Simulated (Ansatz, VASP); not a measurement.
# One calculation of SnO2, two programs

The input INCAR:

```
SYSTEM = SnO2
PREC = Accurate ; ENCUT = 520
EDIFF = 1E-6 ; ISMEAR = 0
SIGMA = 0.05 ; LREAL = .False.
LASPH = .True. ; NELM = 100
ALGO = Normal ; ISIF = 2
LWAVE = .False. ; LCHARG = .False.
NBANDS = 35
```

Contents of KPOINTS:

```
regular mesh
0
Gamma
  6 6 8
  0 0 0
```

Contents of POSCAR:

```
SnO2
1.0
    4.7207174017      0.0000000000      0.0000000000
    0.0000000000      4.7207174017      0.0000000000
    0.0000000000      0.0000000000      3.1887553105
Sn O
2 4
Direct
    0.0000000000      0.0000000000     -0.0263425669
    0.5000000000      0.5000000000      0.5263425669
    0.2702772619      0.3419358373      0.0153265387
    0.2297227381      0.8419358373      0.4846734613
    0.7297227381      0.6580641627      0.0153265387
    0.7702772619      0.1580641627      0.4846734613
```

Input for Ansatz:

```yaml
crystal:
  lattice:
    - [4.7207174017, 0.0, 0.0]
    - [0.0, 4.7207174017, 0.0]
    - [0.0, 0.0, 3.1887553105]
  atoms:
    - { symbol: Sn, position: [0.0, 0.0, -0.0263425669] }
    - { symbol: Sn, position: [0.5, 0.5, 0.5263425669] }
    - { symbol: O, position: [0.2702772619, 0.3419358373, 0.0153265387] }
    - { symbol: O, position: [0.2297227381, 0.8419358373, 0.4846734613] }
    - { symbol: O, position: [0.7297227381, 0.6580641627, 0.0153265387] }
    - { symbol: O, position: [0.7702772619, 0.1580641627, 0.4846734613] }
basis:
  ecutwfc: 520.0
kpoints:
  mp_grid: { grid: [6, 6, 8] }
hamiltonian:
  xc: lda
  pseudopotentials: { kind: paw, azcp: { folder: soft_1 } }
scf:
  occupations: { method: gaussian, width: 0.05 }
output:
  forces: true
  stress: true
  eigenvalues: true
```

Change from the starting cell: mode 4 frozen in at -0.239 Å and mode 5 at -0.084 Å (largest displacements).

Alike in both runs: task single point; functional LDA; k mesh 6 × 6 × 8; occupations gaussian, width 0.05 eV; no spin polarisation.

|  | VASP | Ansatz |
| --- | --- | --- |
| version | VASP 6.6.1 | Ansatz 0.2.0 |
| potentials or method | VASP PAW LDA potentials, release 64 (Sn_d, O), cutoff 520 eV | scalar-relativistic, plane waves, PAW |
| valence electrons in the cell | 52 | 52 |

VASP gave:

| Quantity | Value |
| --- | --- |
| gap on the k mesh at the Fermi level (eV) | 1.43 |
| least direct gap on the mesh (eV) | 1.49 |
| pressure (GPa) | -1.4 |
| traceless stress, the component that is largest in VASP (GPa) | 1.08 |
| rms of the force components (eV/Å) | 0.284 |

Q: What did Ansatz give for the same quantities?

A: gap on the k mesh at the Fermi level (eV): 1.41; least direct gap on the mesh (eV): 1.47; pressure (GPa): -2.7; traceless stress, the component that is largest in VASP (GPa): 1.31; rms of the force components (eV/Å): 0.281.

Ansatz warns that its potentials were made for another functional, while VASP's fit it. LDA's correlation is that of Perdew and Zunger in VASP and of Perdew and Wang (1992) in Ansatz. Atom by atom the forces differ by 0.021 eV/Å (rms over components).
